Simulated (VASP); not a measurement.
# Al12H in VASP: notebook, part 2 of 2

VASP 6.6.1. Earlier steps stand in the parts before.

## Step 4: Single point, PBE, collinear spin

INCAR reads:

```
SYSTEM = Al12H
PREC     = Accurate       ! precision mode
ENCUT    = 520            ! plane-wave cutoff, eV
EDIFF    = 1E-7           ! SCF threshold, eV
ISMEAR   = 0              ! smearing method
SIGMA    = 0.1            ! smearing width, eV
LREAL    = .FALSE.        ! projectors in reciprocal space
LASPH    = .TRUE.         ! aspherical terms in the spheres
NELM     = 150            ! most SCF steps
ALGO     = Normal         ! electronic algorithm
ISIF     = 2              ! what is computed and relaxed
LWAVE    = .FALSE.        ! write WAVECAR
LCHARG   = .FALSE.        ! write CHGCAR
ISPIN    = 2              ! spin polarisation
MAGMOM   = 0 0 0 0 0 0 0 0 0 0 0 0 1 ! initial moments
LORBIT   = 11             ! projections on sites
LDIPOL   = .TRUE.       
IDIPOL   = 3            
DIPOL    = 0.5 0.5 0.306
GGA      = PE             ! functional
NBANDS   = 34             ! bands
```

KPOINTS reads:

```
regular mesh
0
G
  6 6 1
  0 0 0
```

POSCAR reads:

```
Al12H
1.0
    5.7143028096      0.0000000000      0.0000000000
   -2.8571514048      4.9487313980      0.0000000000
    0.0000000000      0.0000000000     21.6016424764
Al H
12 1
Direct
    0.3333333333      0.1666666667      0.1851711047
    0.3333333333      0.6666666667      0.1851711047
    0.8333333333      0.1666666667      0.1851711047
    0.8333333333      0.6666666667      0.1851711047
    0.1666666667      0.3333333333      0.2916873740
    0.1666666667      0.8333333333      0.2916873740
    0.6666666667      0.3333333333      0.2916873740
    0.6666666667      0.8333333333      0.2916873740
    0.0000000000      0.0000000000      0.3981939098
    0.0000000000      0.5000000000      0.3981939098
    0.5000000000      0.0000000000      0.3981939098
    0.5000000000      0.5000000000      0.3981939098
    0.3333333333     -0.3333333333      0.4755028460
```

Potentials or basis: VASP PAW PBE potentials, release 64 (Al, H).

Launch:

```console
$ cat potpaw_PBE.64/Al/POTCAR potpaw_PBE.64/H/POTCAR > POTCAR
$ mpirun -np 1 vasp_std > vasp.out
```

OUTCAR:

```text
SYSTEM = Al12H
   PREC = Accurate
   ENCUT = 520
   EDIFF = 1E-7
   ISMEAR = 0
   LREAL = .FALSE.
   LASPH = .TRUE.
   NELM = 150
   ISIF = 2
   ISPIN = 2
   LORBIT = 11
   GGA = PE

 ion  position               nearest neighbor table
   1  0.333  0.167  0.185-   5 2.83   6 2.83   7 2.83   4 2.86   2 2.86   2 2.86   4 2.86   3 2.86
                             3 2.86
   2  0.333  0.667  0.185-   6 2.83   5 2.83   8 2.83   3 2.86   1 2.86   1 2.86   3 2.86   4 2.86
                             4 2.86
   3  0.833  0.167  0.185-   7 2.83   8 2.83   5 2.83   4 2.86   2 2.86   4 2.86   2 2.86   1 2.86
                             1 2.86
   4  0.833  0.667  0.185-   8 2.83   7 2.83   6 2.83   3 2.86   1 2.86   3 2.86   1 2.86   2 2.86
                             2 2.86
   5  0.167  0.333  0.292-   9 2.83  12 2.83  10 2.83   1 2.83   2 2.83   3 2.83   8 2.86   6 2.86
                             6 2.86   8 2.86   7 2.86   7 2.86
   6  0.167  0.833  0.292-  10 2.83  11 2.83   9 2.83   2 2.83   1 2.83   4 2.83   7 2.86   5 2.86
                             5 2.86   7 2.86   8 2.86   8 2.86
   7  0.667  0.333  0.292-  11 2.83  10 2.83  12 2.83   3 2.83   4 2.83   1 2.83   8 2.86   6 2.86
                             8 2.86   6 2.86   5 2.86   5 2.86
   8  0.667  0.833  0.292-  12 2.83   9 2.83  11 2.83   4 2.83   3 2.83   2 2.83   7 2.86   5 2.86
                             7 2.86   5 2.86   6 2.86   6 2.86
   9  0.000  0.000  0.398-   5 2.83   8 2.83   6 2.83  10 2.86  12 2.86  10 2.86  12 2.86  11 2.86
                            11 2.86
  10  0.000  0.500  0.398-   6 2.83   7 2.83   5 2.83   9 2.86  11 2.86   9 2.86  11 2.86  12 2.86
                            12 2.86
  11  0.500  0.000  0.398-   7 2.83   6 2.83   8 2.83  10 2.86  12 2.86  12 2.86  10 2.86   9 2.86
                             9 2.86
  12  0.500  0.500  0.398-   8 2.83   5 2.83   7 2.83   9 2.86  11 2.86  11 2.86   9 2.86  10 2.86
                            10 2.86
  13  0.333  0.667  0.476-

  LATTYP: Found a hexagonal cell.
 ALAT       =     5.7143028096
 C/A-ratio  =     3.7802761240

  Lattice vectors:

 A1 = (   5.7143028096,   0.0000000000,   0.0000000000)
 A2 = (  -2.8571514048,   4.9487313980,   0.0000000000)
 A3 = (   0.0000000000,   0.0000000000,  21.6016424764)
[... 682 lines left out ...]
  Total       -3.8311774     -3.8311774     -1.0956765     -0.0000000      0.0000000      0.0000000
  in kB      -10.0484467    -10.0484467     -2.8737501     -0.0000000      0.0000000      0.0000000
  external PRESSURE =      -7.6568812 kB  Pullay stress =       0.0000000 kB

 VOLUME and BASIS-vectors are now :
 -----------------------------------------------------------------------------
  energy-cutoff  :      520.00
  volume of cell :      610.86
      direct lattice vectors                 reciprocal lattice vectors
     5.714302810  0.000000000  0.000000000     0.174999476  0.101035995  0.000000000
    -2.857151405  4.948731398  0.000000000     0.000000000  0.202071990  0.000000000
     0.000000000  0.000000000 21.601642476     0.000000000  0.000000000  0.046292776

 POSITION                                       TOTAL-FORCE (eV/Angst)
 -----------------------------------------------------------------------------------
      1.42858      0.82479      4.00000        -0.088540     -0.051119     -0.133165
     -0.00000      3.29915      4.00000         0.000000      0.000000      0.047995
      4.28573      0.82479      4.00000         0.088540     -0.051119     -0.133165
      2.85715      3.29915      4.00000        -0.000000      0.102237     -0.133165
      0.00000      1.64958      6.30093         0.000000     -0.005877      0.112767
     -1.42858      4.12394      6.30093        -0.005090      0.002939      0.112767
      2.85715      1.64958      6.30093         0.000000      0.000000     -0.122137
      1.42858      4.12394      6.30093         0.005090      0.002939      0.112767
      0.00000      0.00000      8.60164         0.000000      0.000000      0.009027
     -1.42858      2.47437      8.60164        -0.030549     -0.017638      0.480822
      2.85715      0.00000      8.60164         0.000000      0.035275      0.480822
      1.42858      2.47437      8.60164         0.030549     -0.017638      0.480822
     -0.00000      3.29915     10.27164         0.000000      0.000000     -1.316157
 -----------------------------------------------------------------------------------
    total drift:                               -0.000000      0.000000      0.000031

  FREE ENERGIE OF THE ION-ELECTRON SYSTEM (eV)
  ---------------------------------------------------
  free  energy   TOTEN  =       -44.6561202854 eV

  energy  without entropy=      -44.6390043148  energy(sigma->0) =      -44.64756230

 vacuum level on the upper side and lower side of the slab         4.236         3.772

 total charge

# of ion       s       p       d       tot
------------------------------------------
    1        0.453   0.312   0.000   0.765
    2        0.451   0.305   0.000   0.756
    3        0.453   0.312   0.000   0.765
    4        0.453   0.312   0.000   0.765
    5        0.433   0.341   0.000   0.775
    6        0.433   0.341   0.000   0.775
    7        0.435   0.350   0.000   0.785
    8        0.433   0.341   0.000   0.775
    9        0.448   0.318   0.000   0.766
   10        0.446   0.303   0.000   0.749
   11        0.446   0.303   0.000   0.749
   12        0.446   0.303   0.000   0.749
   13        0.437   0.004   0.000   0.441
--------------------------------------------------
tot          5.768   3.846   0.000   9.613

 magnetization (x)

# of ion       s       p       d       tot
------------------------------------------
    1       -0.000  -0.000   0.000  -0.000
    2       -0.000  -0.000   0.000  -0.000
    3       -0.000  -0.000   0.000  -0.000
    4       -0.000  -0.000   0.000  -0.000
    5       -0.000  -0.000   0.000  -0.000
    6       -0.000  -0.000   0.000  -0.000
    7       -0.000  -0.000   0.000  -0.000
    8       -0.000  -0.000   0.000  -0.000
    9        0.000   0.000   0.000   0.000
   10        0.000  -0.000   0.000   0.000
   11        0.000  -0.000   0.000   0.000
   12        0.000  -0.000   0.000   0.000
   13        0.000  -0.000   0.000   0.000
--------------------------------------------------
tot         -0.000  -0.000   0.000  -0.000
```

Run time: 16 min. Hardware: 1 thread of Oxide Virtual Turin-like, shared host; peak memory 0.88 GiB.

Results:

* Free energy: -44.6561 eV
* Largest force: 1.316 eV/Å
* Net moment: 0.00 μB per cell
* Valence electrons inside the program's atomic spheres: Al 0.77, 0.76, 0.78, 0.79, 0.75 (each value once); H 0.44

Forces in eV/Å, atoms in the order of the input:
```
Al  -0.089 -0.051 -0.133
Al   0.000  0.000  0.048
Al   0.089 -0.051 -0.133
Al   0.000  0.102 -0.133
Al   0.000 -0.006  0.113
Al  -0.005  0.003  0.113
Al   0.000  0.000 -0.122
Al   0.005  0.003  0.113
Al   0.000  0.000  0.009
Al  -0.031 -0.018  0.481
Al   0.000  0.035  0.481
Al   0.031 -0.018  0.481
H    0.000  0.000 -1.316
```

## Step 5: Single point, PBE, collinear spin

INCAR reads:

```
SYSTEM = Al12H
  ALGO = Normal
  DIPOL = 0.5 0.5 0.309
  EDIFF = 1E-7
  ENCUT = 520
  GGA = PE
  IDIPOL = 3
  ISIF = 2
  ISMEAR = 0
  ISPIN = 2
  LASPH = .TRUE.
  LCHARG = .FALSE.
  LDIPOL = .TRUE.
  LORBIT = 11
  LREAL = .FALSE.
  LWAVE = .FALSE.
  MAGMOM = 0 0 0 0 0 0 0 0 0 0 0 0 1
  NBANDS = 34
  NELM = 150
  PREC = Accurate
  SIGMA = 0.1
```

KPOINTS reads:

```
k-points
0
G
  6 6 1
  0 0 0
```

Changes to POSCAR since step 4:

```diff
@@ -20,2 +20,2 @@
     0.5000000000      0.5000000000      0.3981939098
-    0.3333333333     -0.3333333333      0.4755028460
+    0.3333333333     -0.3333333333      0.5171663446
```

Launch:

```console
$ cat potpaw_PBE.64/Al/POTCAR potpaw_PBE.64/H/POTCAR > POTCAR
$ mpirun -np 1 vasp_std > vasp.out
```

Run time: 17 min. Hardware: 1 thread of Oxide Virtual Turin-like, shared host; peak memory 0.9 GiB.

It converged, with:

* Free energy: -43.5177 eV
* Largest force: 0.784 eV/Å
* Net moment: 0.43 μB per cell
* Site moments: Al -0.00, +0.01, -0.01 (each value once); H +0.22 μB
* Valence electrons inside the program's atomic spheres: Al 0.76, 0.78, 0.75 (each value once); H 0.40

Forces on the atoms (eV/Å):
```
Al  -0.019 -0.011 -0.063
Al   0.000  0.000  0.003
Al   0.019 -0.011 -0.063
Al   0.000  0.022 -0.063
Al   0.000 -0.017  0.015
Al  -0.015  0.009  0.015
Al   0.000  0.000 -0.071
Al   0.015  0.009  0.015
Al   0.000  0.000  0.020
Al   0.038  0.022  0.326
Al   0.000 -0.044  0.326
Al  -0.038  0.022  0.326
H    0.000  0.000 -0.784
```

Levels at points of the mesh, in eV from the Fermi level:
Spin up:
```tsv
k point	band 15	band 16	band 17	band 18	band 19	band 20	band 21	band 22	band 23	band 24
(0.00, 0.00, 0.00)	-2.71	-2.71	-1.56	-0.34	-0.34	-0.25	-0.11	-0.11	-0.11	1.03
(0.50, 0.00, 0.00)	-0.86	-0.49	-0.48	-0.21	-0.17	0.97	0.98	1.38	1.42	1.67
```
Spin down:
```csv
k point,band 15,band 16,band 17,band 18,band 19,band 20,band 21,band 22
"(0.00, 0.00, 0.00)",-2.73,-2.73,-0.59,-0.36,-0.36,-0.14,-0.13,-0.13
"(0.50, 0.00, 0.00)",-0.50,-0.50,-0.25,-0.22,0.40,0.95,1.00,1.35
```

## Step 6: Summary

```csv
cell,gap on the mesh (eV),moment (μB),largest force (eV/Å)
"as given, atomic positions A",none,0.00,0.96
"as given, atomic positions B",none,0.34,1.50
"as given, atomic positions C",none,0.00,1.32
"as given, atomic positions D",none,0.43,0.78
```

Alike in all rows: task single point; level PBE; potentials or basis VASP PAW PBE potentials, release 64 (Al, H); spin collinear; k mesh 6 × 6 × 1; cutoff (eV) 520; smearing gaussian 0.1 eV.

Absolute energies hang on the potentials; compare differences alone.
